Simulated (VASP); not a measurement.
Input of a VASP 6.6.1 run:

File INCAR:

```
SYSTEM = BaTiO3
PREC = Accurate ; ENCUT = 520
EDIFF = 1E-8 ; ISMEAR = -1
SIGMA = 0.05 ; LREAL = .False.
LASPH = .True. ; NELM = 60
ALGO = Normal ; ISIF = 2
LWAVE = .False. ; LCHARG = .False.
GGA = PE ; LEFG = .True.
NBANDS = 28
```

Contents of KPOINTS:

```
regular mesh
0
Gamma
  8 8 8
  0 0 0
```

Contents of POSCAR:

```
BaTiO3
1.0
    3.9841000000     -0.0199205000     -0.0199205000
   -0.0284142500      2.8228210000      2.8316147500
   -0.0000437500     -2.8512790000      2.8599852500
Ba Ti O
1 1 3
Direct
    0.0000000000      0.0000000000      0.0000000000
    0.5000000000      0.5079000000      0.5079000000
    0.0000000000      0.4921000000      0.4921000000
    0.5000000000      0.5025100000      0.9937100000
    0.5000000000      0.9937100000      0.5025100000
```

Potentials or basis: VASP PAW PBE potentials, release 64 (Ba_sv, Ti_sv, O).

The run is started by

```sh
$ cat potpaw_PBE.64/Ba_sv/POTCAR potpaw_PBE.64/Ti_sv/POTCAR potpaw_PBE.64/O/POTCAR > POTCAR
$ mpirun -np 1 vasp_std > vasp.out
```

What does it give for the largest force?

0.200 eV/Å.

Estimate the band gap on the k mesh.

1.77 eV, indirect (least direct gap 1.94 eV).

Predict the pressure.

3.7 GPa.

Forces in eV/Å, atoms in the order of the input:
```
Ba   0.007 -0.001  0.087
Ti  -0.014 -0.035  0.177
O   -0.002 -0.003  0.097
O    0.002  0.016 -0.199
O    0.006  0.022 -0.163
```

Caveat: the cell differs from its parent crystal (equal xy, yz and zx shear strains of -1 %); without QUAD_EFG the Cq values of the log hold for a quadrupole moment of 1 mb, not for the nuclei; spin-orbit coupling is left out, which moves the levels of the heavy elements. A k mesh can miss the band edges.
